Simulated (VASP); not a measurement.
Here is a VASP 6.6.1 calculation.

File POSCAR:

```
CdTe
1.0
    0.0000000000      3.0655636787      3.0655636787
    3.0655636787      0.0000000000      3.0655636787
    3.0655636787      3.0655636787      0.0000000000
Cd Te
1 1
Direct
    0.0000000000      0.0000000000      0.0000000000
    0.5000000000      0.5000000000      0.5000000000
```

The input INCAR.step1:

```
SYSTEM = CdTe
PREC     = Accurate       ! precision mode
ENCUT    = 600            ! plane-wave cutoff, eV
ISMEAR   = -1             ! smearing method
SIGMA    = 0.02           ! smearing width, eV
LREAL    = .FALSE.        ! projectors in reciprocal space
LASPH    = .TRUE.         ! aspherical terms in the spheres
NELM     = 100            ! most SCF steps
GGA      = PE             ! functional
ALGO     = Normal         ! electronic algorithm
EDIFF    = 1E-4           ! SCF threshold, eV
LWAVE    = .TRUE.         ! write WAVECAR
LCHARG   = .FALSE.        ! write CHGCAR
```

The input INCAR.step2:

```
SYSTEM = CdTe
PREC     = Accurate       ! precision mode
ENCUT    = 600            ! plane-wave cutoff, eV
EDIFF    = 1E-6           ! SCF threshold, eV
ISMEAR   = -1             ! smearing method
SIGMA    = 0.02           ! smearing width, eV
LREAL    = .FALSE.        ! projectors in reciprocal space
LASPH    = .TRUE.         ! aspherical terms in the spheres
NELM     = 100            ! most SCF steps
ALGO     = Normal         ! electronic algorithm
ISIF     = 3              ! what is computed and relaxed
LWAVE    = .FALSE.        ! write WAVECAR
LCHARG   = .FALSE.        ! write CHGCAR
METAGGA  = R2SCAN         ! meta-GGA
LMIXTAU  = .TRUE.       
IBRION   = 2              ! ionic algorithm
NSW      = 80             ! ionic steps
EDIFFG   = -0.005         ! ionic threshold
ISTART   = 1
```

File KPOINTS:

```
regular mesh
0
G
  6 6 6
  0 0 0
```

Potentials or basis: VASP PAW PBE potentials, release 64 (Cd, Te).

Command:

```console
$ cat potpaw_PBE.64/Cd/POTCAR potpaw_PBE.64/Te/POTCAR > POTCAR
$ cp INCAR.step1 INCAR
$ mpirun -np 1 vasp_std > vasp.out
$ cp INCAR.step2 INCAR
$ mpirun -np 1 vasp_std > vasp.out
```

What does it give for the relaxed cell?

a = 4.309 Å, b = 4.309 Å, c = 4.309 Å, α = 60.00°, β = 60.00°, γ = 60.00°.

Predict the relaxed volume.

28.28 Å³/atom.

What does it give for the band gap on the k mesh?

Zero (band 9 reaches 3.88 eV, above the bottom of band 10 at 2.83 eV).

What does it give for the space group after relaxing (to 0.05 Å)?

Fm-3m (No. 225).

Final structure:
```cif
data_structure
_symmetry_space_group_name_H-M 'P 1'
_symmetry_Int_Tables_number 1
_cell_length_a 4.3085
_cell_length_b 4.3085
_cell_length_c 4.3085
_cell_angle_alpha 60.000
_cell_angle_beta 60.000
_cell_angle_gamma 60.000
_cell_volume 56.55
loop_
_atom_site_label
_atom_site_type_symbol
_atom_site_fract_x
_atom_site_fract_y
_atom_site_fract_z
_atom_site_occupancy
Cd1 Cd 0.00000 0.00000 0.00000 1
Te1 Te 0.50000 0.50000 0.50000 1
```

Caveat: the PAW data sets were made with another functional, which shifts forces and pressure a little; spin-orbit coupling is left out, which moves the levels of the heavy elements.
